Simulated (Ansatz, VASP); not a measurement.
One calculation of Pb, two programs

The input INCAR:

```
PREC = Accurate ; ENCUT = 520
EDIFF = 1E-6 ; ISMEAR = 0
SIGMA = 0.1 ; LREAL = F
LASPH = T ; NELM = 60
ALGO = Normal ; ISIF = 2
LWAVE = F ; LCHARG = F
GGA = PE ; NBANDS = 13
```

KPOINTS

```
regular mesh
0
Gamma
  6 6 6
```

The input POSCAR:

```
Pb
1.0
   -1.9796595667      1.9796595667      1.9796595667
    1.9796595667     -1.9796595667      1.9796595667
    1.9796595667      1.9796595667     -1.9796595667
Pb
1
Direct
    0.0000000000      0.0000000000      0.0000000000
```

Input for Ansatz:

```yaml
crystal:
  lattice:
    - [-1.9796595667, 1.9796595667, 1.9796595667]
    - [1.9796595667, -1.9796595667, 1.9796595667]
    - [1.9796595667, 1.9796595667, -1.9796595667]
  atoms:
    - { symbol: Pb, position: [0.0, 0.0, 0.0] }
basis:
  ecutwfc: 420
kpoints:
  mp_grid: { grid: [6, 6, 6] }
hamiltonian:
  xc: pbe
scf:
  occupations: { method: gaussian, width: 0.1 }
  lower_state_search: "off"
output:
  forces: true
  stress: true
  eigenvalues: true
```

Alike in both runs: task single point; functional PBE; k mesh 6 × 6 × 6; occupations gaussian, width 0.1 eV; no spin polarisation.

|  | VASP | Ansatz |
| --- | --- | --- |
| version | VASP 6.6.1 | Ansatz 0.2.0 |
| potentials or method | VASP PAW PBE potentials, release 64 (Pb_d), cutoff 520 eV | scalar-relativistic, plane waves, PAW |
| valence electrons in the cell | 14 | 14 |

|  | VASP | Ansatz | Ansatz less VASP |
| --- | --- | --- | --- |
| gap on the k mesh at the Fermi level (eV) | none | none | - |
| pressure (GPa) | 0.8 | 0.9 | +0.04 |

A gap of «none» marks a metal or a gap that the smearing closes.

The k mesh is coarse, so the values compare programs but aren't converged. Spin-orbit coupling is off throughout.
